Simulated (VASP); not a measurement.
# Zr3ZnN2 (Cmmm) in VASP: notebook

The runs below take Zr3ZnN2 through single point, relaxation of cell and atoms, with PBE.

All numbers are computed with VASP 6.6.1; they aren't measurements. Logs are shortened: lines on timing, memory, paths and dates and some standing lists are left out, and cuts for length are marked.

## Step 1: The cell of the first run

The structure is orthorhombic, space group Cmmm (No. 65). The conventional cell has a = 5.865 Å, b = 11.641 Å, c = 3.122 Å, α = 90.00°, β = 90.00°, γ = 90.00°. Zr (site symmetry m2m) has 4 N at 2.16 Å and 1 Zn at 2.62 Å and 2 Zr at 2.99 Å within 3.0 Å. Within 4.3 Å of Zr (site symmetry mmm) lie 14 Zr at 3.12 to 4.23 Å and 4 N at 3.26 Å and 4 Zn at 3.32 Å. Within 3.7 Å of Zn (site symmetry mmm) lie 6 Zr at 2.62 to 3.32 Å and 2 Zn at 3.12 Å and 8 N at 3.61 Å. Within 3.0 Å of N (site symmetry 2/m) lie 4 Zr at 2.16 Å and 2 N at 2.93 Å.

The cell was generated, and may not be a known phase.

## Step 2: Single point, PBE

Input file INCAR:

```
SYSTEM = Zr3ZnN2
PREC = Accurate
ENCUT = 520
EDIFF = 1E-7
ISMEAR = 0
SIGMA = 0.1
LREAL = .FALSE.
LASPH = .TRUE.
NELM = 80
ALGO = Normal
ISIF = 2
LWAVE = .FALSE.
LCHARG = .TRUE.
GGA = PE
LELF = .TRUE.
LVHAR = .TRUE.
NBANDS = 38
```

Input file KPOINTS:

```
regular mesh
0
G
  4 4 4
  0 0 0
```

Input file POSCAR:

```
Zr3ZnN2
1.0
    2.9322576216     -5.8205782282      0.0000000000
    2.9322576216      5.8205782282      0.0000000000
    0.0000000000      0.0000000000      3.1218596539
Zr Zn N
3 1 2
Direct
    0.7751844455      0.2248155545      0.0000000000
    0.2248155545      0.7751844455      0.0000000000
    0.5000000000      0.5000000000      0.5000000000
    0.0000000000      0.0000000000      0.0000000000
    0.5000000000      0.0000000000      0.5000000000
    0.0000000000      0.5000000000      0.5000000000
```

Potentials or basis: VASP PAW PBE potentials, release 64 (Zr_sv, Zn, N).

Run with:

```console
$ cat potpaw_PBE.64/Zr_sv/POTCAR potpaw_PBE.64/Zn/POTCAR potpaw_PBE.64/N/POTCAR > POTCAR
$ mpirun -np 1 vasp_std > vasp.out
```

OUTCAR:

```text
SYSTEM = Zr3ZnN2
   PREC = Accurate
   ENCUT = 520
   EDIFF = 1E-7
   ISMEAR = 0
   LREAL = .FALSE.
   LASPH = .TRUE.
   NELM = 80
   ISIF = 2
   GGA = PE

 ion  position               nearest neighbor table
   1  0.775  0.225  0.000-   5 2.16   6 2.16   5 2.16   6 2.16   4 2.62   2 2.99   2 2.99   3 3.56
                             3 3.56
   2  0.225  0.775  0.000-   5 2.16   6 2.16   5 2.16   6 2.16   4 2.62   1 2.99   1 2.99   3 3.56
                             3 3.56
   3  0.500  0.500  0.500-   4 3.32   4 3.32   4 3.32   4 3.32   2 3.56   2 3.56   1 3.56   1 3.56

   4  0.000  0.000  0.000-   1 2.62   2 2.62   3 3.32   3 3.32   3 3.32   3 3.32
   5  0.500  0.000  0.500-   1 2.16   2 2.16   1 2.16   2 2.16
   6  0.000  0.500  0.500-   1 2.16   2 2.16   1 2.16   2 2.16

  LATTYP: Found a base centered orthorhombic cell.
 ALAT       =     5.8645152432
 B/A-ratio  =     1.9850159772
 C/A-ratio  =     0.5323303844

  Lattice vectors:

 A1 = (   2.9322576216,  -5.8205782282,   0.0000000000)
 A2 = (   2.9322576216,   5.8205782282,   0.0000000000)
 A3 = (   0.0000000000,   0.0000000000,   3.1218596539)

Analysis of symmetry for initial positions (statically):
=====================================================================
 Subroutine PRICEL returns:
 Original cell was already a primitive cell.

 Routine SETGRP: Setting up the symmetry group for a
 base centered orthorhombic supercell.

 Subroutine GETGRP returns: Found  8 space group operations
 (whereof  8 operations were pure point group operations)
 out of a pool of  8 trial point group operations.

The static configuration has the point symmetry D_2h.

Analysis of symmetry for dynamics (positions and initial velocities):
=====================================================================
 Subroutine PRICEL returns:
 Original cell was already a primitive cell.

 Routine SETGRP: Setting up the symmetry group for a
 base centered orthorhombic supercell.

 Subroutine GETGRP returns: Found  8 space group operations
 (whereof  8 operations were pure point group operations)
 out of a pool of  8 trial point group operations.

The dynamic configuration has the point symmetry D_2h.

 Subroutine INISYM returns: Found  8 space group operations
 (whereof  8 operations are pure point group operations),
 and found     1 'primitive' translations

----------------------------------------------------------------------------------------

                                     Primitive cell

  volume of cell :     106.5643

  direct lattice vectors                    reciprocal lattice vectors
     2.932257622 -5.820578228  0.000000000     0.170517077 -0.085902118  0.000000000
     2.932257622  5.820578228  0.000000000     0.170517077  0.085902118  0.000000000
     0.000000000  0.000000000  3.121859654     0.000000000  0.000000000  0.320321895

  length of vectors
     6.517458528  6.517458528  3.121859654     0.190932574  0.190932574  0.320321895

  position of ions in fractional coordinates (direct lattice)
     0.775184446  0.224815554  0.000000000
     0.224815554  0.775184446  0.000000000
     0.500000000  0.500000000  0.500000000
     0.000000000  0.000000000  0.000000000
     0.500000000  1.000000000  0.500000000
     1.000000000  0.500000000  0.500000000

  ion indices of the primitive-cell ions
   primitive index   ion index
                 1           1
                 2           2
                 3           3
                 4           4
                 5           5
                 6           6

----------------------------------------------------------------------------------------

 KPOINTS: regular mesh

Automatic generation of k-mesh.
 Grid dimensions read from file:
 generate k-points for:    4    4    4

 Generating k-lattice:

  Cartesian coordinates                     Fractional coordinates (reciprocal lattice)
     0.042629269 -0.021475530  0.000000000     0.250000000 -0.000000000  0.000000000
     0.042629269  0.021475530  0.000000000    -0.000000000  0.250000000  0.000000000
     0.000000000  0.000000000  0.080080474     0.000000000  0.000000000  0.250000000

  Length of vectors
     0.047733143  0.047733143  0.080080474

  Shift w.r.t. Gamma in fractional coordinates (k-lattice)
     0.000000000  0.000000000  0.000000000

 Subroutine IBZKPT returns following result:
 ===========================================

 Found     21 irreducible k-points:

 Following reciprocal coordinates:
            Coordinates               Weight
  0.000000  0.000000  0.000000      1.000000
  0.250000 -0.000000  0.000000      4.000000
  0.500000 -0.000000  0.000000      2.000000
  0.250000  0.250000  0.000000      2.000000
  0.500000  0.250000  0.000000      4.000000
 -0.250000  0.250000  0.000000      2.000000
[... 13 lines left out ...]
 -0.250000  0.250000  0.500000      2.000000
  0.500000  0.500000  0.500000      1.000000
   k-points           NKPTS =     21   k-points in BZ     NKDIM =     21   number of bands    NBANDS=     38
   number of dos      NEDOS =    301   number of ions     NIONS =      6
   total plane-waves  NPLWV =  55296
   dimension x,y,z NGX =    48 NGY =   48 NGZ =   24
   dimension x,y,z NGXF=    96 NGYF=   96 NGZF=   48
   ions per type =               3   1   2
   NGX,Y,Z   is equivalent  to a cutoff of  12.24, 12.24, 12.78 a.u.
   NGXF,Y,Z  is equivalent  to a cutoff of  24.49, 24.49, 25.56 a.u.
 SYSTEM =  Zr3ZnN2
   PREC   = accura    normal or accurate (medium, high low for compatibility)
   ISTART =      0    job   : 0-new  1-cont  2-samecut
   ICHARG =      2    charge: 1-file 2-atom 10-const
   ISPIN  =      1    spin polarized calculation?
   LNONCOLLINEAR =      F non collinear calculations
   LSORBIT =      F    spin-orbit coupling
   LASPH  =      T    aspherical Exc in radial PAW
   ENCUT  =  520.0 eV  38.22 Ry    6.18 a.u.  12.12 12.12  5.80*2*pi/ulx,y,z
   NELM   =     80;   NELMIN=  2; NELMDL= -5     # of ELM steps
   EDIFF  = 0.1E-06   stopping-criterion for ELM
   LREAL  =      F    real-space projection
   EDIFFG = 0.1E-05   stopping-criterion for IOM
   NSW    =      0    number of steps for IOM
   IBRION =     -1    ionic relax: 0-MD 1-quasi-New 2-CG
   NFREE  =      0    steps in history (QN), initial steepest desc. (CG)
   ISIF   =      2    stress and relaxation
   ISYM   =      2    0-nonsym 1-usesym 2-fastsym
   POTIM  = 0.5000    time-step for ionic-motion
   TEBEG  =    0.0;   TEEND  =   0.0 temperature during run
   PSTRESS=    0.0 pullay stress
   NELECT =      58.0000    total number of electrons
   NUPDOWN=      -1.0000    fix difference up-down
   EMIN   =  10.00;   EMAX   =-10.00  energy-range for DOS
   EFERMI =   0.00;   METHOD = LEGACY
   ISMEAR =     0;   SIGMA  =   0.10  broadening in eV -4-tet -1-fermi 0-gaus
   EFERMI_NEDOS =   21; number of points for ismear=-14 and -15
   IALGO  =     38    algorithm
   IMIX   =      4    mixing-type and parameters
     AMIX     =   0.40;   BMIX     =  1.00
     AMIX_MAG =   1.60;   BMIX_MAG =  1.00
  volume/ion in A,a.u.               =      17.76       119.86
  Fermi-wavevector in a.u.,A,eV,Ry     =   1.336637  2.525878 24.308164  1.786600
  Thomas-Fermi vector in A             =   2.465249
   LORBIT       =      0    0 simple, 1 ext, 2 COOP (PROOUT), +10 PAW based schemes
   GGA     = PE    functional components
   LHFCALC =     F    Hartree Fock is set to
   AEXX    =    0.0000 exact exchange contribution
   IVDW    =     0    specifies the selected vdW correction
   LEPSILON=     F    determine dielectric tensor
   LRPA    =     F    only Hartree local field effects (RPA)
 non-spin polarized calculation
 Gauss-broadening in eV      SIGMA  =   0.10
  energy-cutoff  :      520.00
  volume of cell :      106.56
 maximum number of plane-waves:      2890
   NGX = 25   NGY = 25   NGZ = 11

 number of electron      57.9999984 magnetization

 Free energy of the ion-electron system (eV)
  ---------------------------------------------------
  ext. energy  EPLUGINS =         0.00000000
  ---------------------------------------------------
  free energy    TOTEN  =       -46.99806647 eV

  energy without entropy =      -46.98391451  energy(sigma->0) =      -46.99099049

 E-fermi :   6.7948     XC(G=0): -10.8006

 val. band max:        6.7837423641   @ k =   0.5000   0.2500   0.2500
 cond. band min:       6.8347289037   @ k =   0.5000  -0.0000   0.5000
 fundamental gap:      0.0509865396
 Fermi energy:         6.7948382646

 k-point     1 :       0.0000    0.0000    0.0000
  band No.  band energies     occupation
      1     -42.8670      2.00000
      2     -42.0070      2.00000
      3     -41.8885      2.00000
      4     -20.9490      2.00000
      5     -20.8774      2.00000
      6     -20.8084      2.00000
[... 30 lines left out ...]
     37      10.2494      0.00000
     38      10.4618      0.00000

 k-point     2 :       0.2500   -0.0000    0.0000
  band No.  band energies     occupation
      1     -42.8669      2.00000
      2     -41.9899      2.00000
      3     -41.9061      2.00000
      4     -20.9495      2.00000
      5     -20.8786      2.00000
      6     -20.6623      2.00000
[... 30 lines left out ...]
     37      10.2020      0.00000
     38      10.3989      0.00000

 k-point     3 :       0.5000   -0.0000    0.0000
  band No.  band energies     occupation
      1     -42.8669      2.00000
      2     -41.9484      2.00000
      3     -41.9481      2.00000
      4     -20.9476      2.00000
      5     -20.8790      2.00000
      6     -20.3487      2.00000
[... 30 lines left out ...]
     37      10.0000      0.00000
     38      10.0475      0.00000

 k-point     4 :       0.2500    0.2500    0.0000
  band No.  band energies     occupation
      1     -42.8669      2.00000
      2     -41.9483      2.00000
      3     -41.9482      2.00000
      4     -20.9474      2.00000
      5     -20.8790      2.00000
      6     -20.3487      2.00000
[... 30 lines left out ...]
     37      10.0695      0.00000
     38      10.3050      0.00000
[... 580 lines left out ...]
      4     -20.9446      2.00000
      5     -20.8879      2.00000
      6     -20.8119      2.00000
[... 30 lines left out ...]
     37      10.5187      0.00000
     38      11.1731      0.00000

 k-point    20 :      -0.2500    0.2500    0.5000
  band No.  band energies     occupation
      1     -42.8083      2.00000
      2     -41.9299      2.00000
      3     -41.8170      2.00000
      4     -20.9438      2.00000
      5     -20.8864      2.00000
      6     -20.8115      2.00000
[... 30 lines left out ...]
     37      10.4526      0.00000
     38      10.9238      0.00000

 k-point    21 :       0.5000    0.5000    0.5000
  band No.  band energies     occupation
      1     -42.8083      2.00000
      2     -41.9298      2.00000
      3     -41.8171      2.00000
      4     -20.9451      2.00000
      5     -20.8991      2.00000
      6     -20.8115      2.00000
[... 30 lines left out ...]
     37      10.3879      0.00000
     38      10.9795      0.00000

------------------------ aborting loop because EDIFF is reached ----------------------------------------

  FORCE on cell =-STRESS in cart. coord.  units (eV):
  Direction    XX          YY          ZZ          XY          YZ          ZX
  --------------------------------------------------------------------------------------
  -------------------------------------------------------------------------------------
  Total        0.0119918      0.2503754      0.2609008     -0.0000000      0.0000000      0.0000000
  in kB        0.1802951      3.7643561      3.9226024     -0.0000000      0.0000000      0.0000000
  external PRESSURE =       2.6224179 kB  Pullay stress =       0.0000000 kB

 VOLUME and BASIS-vectors are now :
 -----------------------------------------------------------------------------
  energy-cutoff  :      520.00
  volume of cell :      106.56
      direct lattice vectors                 reciprocal lattice vectors
     2.932257622 -5.820578228  0.000000000     0.170517077 -0.085902118  0.000000000
     2.932257622  5.820578228  0.000000000     0.170517077  0.085902118  0.000000000
     0.000000000  0.000000000  3.121859654     0.000000000  0.000000000  0.320321895

 POSITION                                       TOTAL-FORCE (eV/Angst)
 -----------------------------------------------------------------------------------
      2.93226     -3.20347      0.00000         0.000000     -0.011161     -0.000000
      2.93226      3.20347      0.00000         0.000000      0.011161      0.000000
      2.93226      0.00000      1.56093         0.000000      0.000000     -0.000000
      0.00000      0.00000      0.00000         0.000000     -0.000000     -0.000000
      1.46613     -2.91029      1.56093         0.000000     -0.000000     -0.000000
      1.46613      2.91029      1.56093        -0.000000     -0.000000     -0.000000
 -----------------------------------------------------------------------------------
    total drift:                                0.000000      0.000000     -0.000000

  FREE ENERGIE OF THE ION-ELECTRON SYSTEM (eV)
  ---------------------------------------------------
  free  energy   TOTEN  =       -46.9980664747 eV

  energy  without entropy=      -46.9839145109  energy(sigma->0) =      -46.99099049
```

Run time: 98 s. Hardware: 1 thread of Oxide Virtual Turin-like, shared host; peak memory 0.23 GiB.

Results:

| Item | Value |
| --- | --- |
| Free energy | -46.9981 eV |
| Pressure | 0.3 GPa |
| Largest force | 0.011 eV/Å |
| Band gap on the k mesh | zero (bands 29 and 30 overlap by 0.64 eV) |

Forces on the atoms (eV/Å):
```
Zr   0.000 -0.011  0.000
Zr   0.000  0.011  0.000
Zr   0.000  0.000  0.000
Zn   0.000  0.000  0.000
N    0.000  0.000  0.000
N    0.000  0.000  0.000
```

Caveat: the k points lie up to 0.50 Å⁻¹ apart, too coarse for converged energies and pressures of a metal.

## Step 3: Relaxation of cell and atoms, PBE

This run uses another cell than the first one, of 14.35 Å³/atom.

Input file INCAR:

```
SYSTEM = Zr3ZnN2
ALGO = Normal ; EDIFF = 1E-7
EDIFFG = -0.04 ; ENCUT = 600
GGA = PE ; IBRION = 2
ISIF = 3 ; ISMEAR = 0
LASPH = .TRUE. ; LCHARG = .FALSE.
LREAL = .FALSE. ; LWAVE = .FALSE.
NELM = 60 ; NSW = 90
PREC = Accurate ; SIGMA = 0.1
```

Input file KPOINTS:

```
k-points
0
G
  4 4 4
  0 0 0
```

Input file POSCAR:

```
Zr3ZnN2
1.0
    2.5466564800     -4.2768756400      0.0000000000
    2.5466564800      4.2768756400      0.0000000000
    0.0000000000      0.0000000000      3.9515673000
Zr Zn N
3 1 2
Direct
    0.6610916900      0.3389083100      0.0000000000
    0.3389083100      0.6610916900      0.0000000000
    0.5000000000      0.5000000000      0.5000000000
    0.0000000000      0.0000000000      0.0000000000
    0.5000000000      0.0000000000      0.5000000000
    0.0000000000      0.5000000000      0.5000000000
```

Potentials or basis: VASP PAW PBE potentials, release 64 (Zr_sv, Zn, N).

Run with:

```console
$ cat potpaw_PBE.64/Zr_sv/POTCAR potpaw_PBE.64/Zn/POTCAR potpaw_PBE.64/N/POTCAR > POTCAR
$ mpirun -np 1 vasp_std > vasp.out
```

Run time: 28 min. Hardware: 1 thread of Oxide Virtual Turin-like, shared host; peak memory 0.23 GiB.

Results (log left out):

```
Free energy                           : -46.8930 eV
Relaxed volume                        : 17.52 Å³/atom
Relaxed cell                          : a = 6.408 Å, b = 6.408 Å, c = 3.143 Å, α = 90.00°, β = 90.00°, γ = 125.45°
Space group after relaxing (to 0.1 Å) : Cmmm (No. 65)
Energy gained by relaxing             : 1293.4 meV/atom
Ionic steps                           : 29
Pressure after relaxing               : 0.1 GPa
Largest force after relaxing          : 0.036 eV/Å
Band gap on the k mesh                : zero (bands 29 and 30 overlap by 0.48 eV)
```

Forces on the atoms (eV/Å):
```
Zr   0.000  0.036  0.000
Zr   0.000 -0.036  0.000
Zr   0.000  0.000  0.000
Zn   0.000  0.000  0.000
N    0.000  0.000  0.000
N    0.000  0.000  0.000
```

Stress tensor (GPa, compression positive):
```
 0.27  0.00  0.00
 0.00  0.22  0.00
 0.00  0.00 -0.30
```

The path:
| step | energy change (eV) | largest force (eV/Å) | pressure (GPa) | volume (Å³) |
| --- | --- | --- | --- | --- |
| 1 | 0.0000 | 7.0592 | 20.72 | 86.08 |
| 2 | -1.5968 | 0.2321 | -14.36 | 111.06 |
| 3 | -2.2467 | 1.7312 | -6.53 | 100.52 |
| 4 | -2.2478 | 1.8154 | -6.07 | 100.11 |
| 5 | -2.8526 | 1.3124 | -0.31 | 94.43 |
| 6 | -3.3340 | 0.2469 | 18.31 | 84.46 |
| 7 | -3.3377 | 0.9968 | 11.15 | 87.35 |
| 8 | -3.3614 | 0.7186 | 14.16 | 86.05 |
| 9 | -3.5645 | 0.3661 | 15.43 | 85.80 |
| 10 | -4.1043 | 0.3730 | 20.66 | 84.93 |
| 11 | -4.4467 | 2.0438 | 34.75 | 82.66 |
| 12 | -4.8919 | 2.0276 | 31.85 | 84.12 |
| 13 | -5.8601 | 2.9975 | 23.43 | 88.33 |
| 14 | -4.6782 | 7.3455 | 13.14 | 95.77 |
| 15 | -5.8861 | 4.3353 | 19.39 | 90.75 |
| 16 | -6.5272 | 3.2307 | 14.42 | 93.25 |
| 17 | -7.5691 | 1.1165 | 3.46 | 100.89 |
| 18 | -7.7257 | 0.5331 | -0.37 | 104.67 |
| 19 | -7.7417 | 0.3378 | -1.82 | 106.34 |
| 20 | -7.7415 | 0.3043 | -2.08 | 106.66 |
| 21 | -7.7518 | 0.1973 | -1.05 | 106.04 |
| 22 | -7.7552 | 0.0930 | -0.02 | 105.45 |
| 23 | -7.7552 | 0.0888 | 0.02 | 105.42 |
| 24 | -7.7556 | 0.0869 | 0.02 | 105.41 |
| 25 | -7.7564 | 0.0816 | 0.04 | 105.37 |
| 26 | -7.7577 | 0.0709 | 0.06 | 105.28 |
| 27 | -7.7587 | 0.0509 | 0.10 | 105.11 |
| 28 | -7.7592 | 0.0473 | 0.09 | 105.12 |
| 29 | -7.7603 | 0.0357 | 0.06 | 105.14 |

Final structure:
```cif
data_structure
_symmetry_space_group_name_H-M 'P 1'
_symmetry_Int_Tables_number 1
_cell_length_a 6.4085
_cell_length_b 6.4085
_cell_length_c 3.1428
_cell_angle_alpha 90.000
_cell_angle_beta 90.000
_cell_angle_gamma 125.452
_cell_volume 105.14
loop_
_atom_site_label
_atom_site_type_symbol
_atom_site_fract_x
_atom_site_fract_y
_atom_site_fract_z
_atom_site_occupancy
Zr1 Zr 0.77197 0.22803 0.00000 1
Zr2 Zr 0.22803 0.77197 0.00000 1
Zr3 Zr 0.50000 0.50000 0.50000 1
Zn1 Zn 0.00000 0.00000 0.00000 1
N1 N 0.50000 0.00000 0.50000 1
N2 N 0.00000 0.50000 0.50000 1
```

Levels at points of the mesh, in eV from the Fermi level:
| k point | band 25 | band 26 | band 27 | band 28 | band 29 | band 30 | band 31 | band 32 | band 33 | band 34 |
| --- | --- | --- | --- | --- | --- | --- | --- | --- | --- | --- |
| (0.00, 0.00, 0.00) | -1.78 | -1.75 | -1.31 | -1.26 | -0.24 | -0.13 | 0.60 | 1.33 | 1.92 | 2.85 |
| (0.50, 0.00, 0.00) | -3.78 | -3.60 | -2.48 | -0.96 | -0.37 | 1.29 | 1.45 | 1.81 | 2.09 | 2.20 |
| (0.50, 0.50, 0.00) | -1.80 | -1.73 | -1.51 | -1.41 | -1.25 | -0.14 | 1.80 | 1.81 | 2.58 | 2.88 |
| (0.00, 0.00, 0.50) | -2.41 | -2.13 | -1.87 | -1.83 | -1.26 | 0.37 | 1.24 | 1.26 | 1.53 | 2.30 |
| (0.50, 0.00, 0.50) | -3.31 | -2.82 | -1.37 | -0.62 | 0.11 | 0.82 | 1.16 | 1.39 | 1.45 | 2.12 |
| (0.50, 0.50, 0.50) | -2.41 | -2.11 | -1.74 | -0.98 | -0.25 | 0.09 | 0.31 | 0.98 | 1.95 | 2.31 |

Caveat: the k points lie up to 0.50 Å⁻¹ apart in the final cell; the volume moved by over 15 % at a fixed basis, so the end points are rough.

The gap in the log of VASP goes by the Fermi energy; the results here count the filled bands.